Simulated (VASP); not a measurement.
# Al5Ru: single point with PBE

The system is Al5Ru.

```
Al Ru
1.0
     2.87902    0.00000    0.00000
    -1.43951    2.49331    0.00000
     0.00000    0.00000   13.25033
Al Ru
5 1
Cartesian
  0.0000 0.0000 8.9553
  0.0000 1.6622 11.3056
  0.0000 1.6622 1.9447
  0.0000 0.0000 4.2950
  0.0000 1.6622 6.6252
  1.4395 0.8311 0.0000
```

The cell was generated, and may not be a known phase.

* Program: VASP 6.6.1
* Task: single point
* Functional: PBE
* Potentials or basis: VASP PAW PBE potentials, release 64 (Al, Ru_pv)
* Cutoff: 520 eV
* k mesh: 12 × 12 × 4
* Occupations: gaussian, width 0.1 eV
* Spin: no spin polarisation
* Dipole correction: no
* Further INCAR settings: ALGO = Fast; EDIFF = 1e-06; NBANDS = 24

```
Pressure               : 0.0 GPa
Largest force          : 0.005 eV/Å
Band gap on the k mesh : zero (an odd number of electrons rules out a gap without spin polarisation)
```

Forces on the atoms (eV/Å):
```
Al   0.000  0.000  0.001
Al   0.000  0.000 -0.005
Al   0.000  0.000  0.005
Al   0.000  0.000 -0.001
Al   0.000  0.000  0.000
Ru   0.000  0.000  0.000
```

Levels at points of the mesh, in eV from the Fermi level:
| k point | band 13 | band 14 | band 15 | band 16 | band 17 | band 18 |
| --- | --- | --- | --- | --- | --- | --- |
| (0.00, 0.00, 0.00) | -1.26 | -0.18 | -0.18 | 2.46 | 4.51 | 8.98 |
| (0.50, 0.00, 0.00) | -1.26 | -1.02 | -0.82 | -0.50 | 1.35 | 2.38 |
| (0.00, 0.00, 0.50) | -0.54 | -0.18 | -0.18 | 1.42 | 5.71 | 7.79 |
| (0.50, 0.00, 0.50) | -2.14 | -1.02 | 0.11 | 0.51 | 0.68 | 1.35 |

Wall time 2.9 min on 1 thread of Intel(R) Xeon(R) Platinum 8375C CPU @ 2.90GHz (Ice Lake) (shared host), peak memory 0.3 GiB.
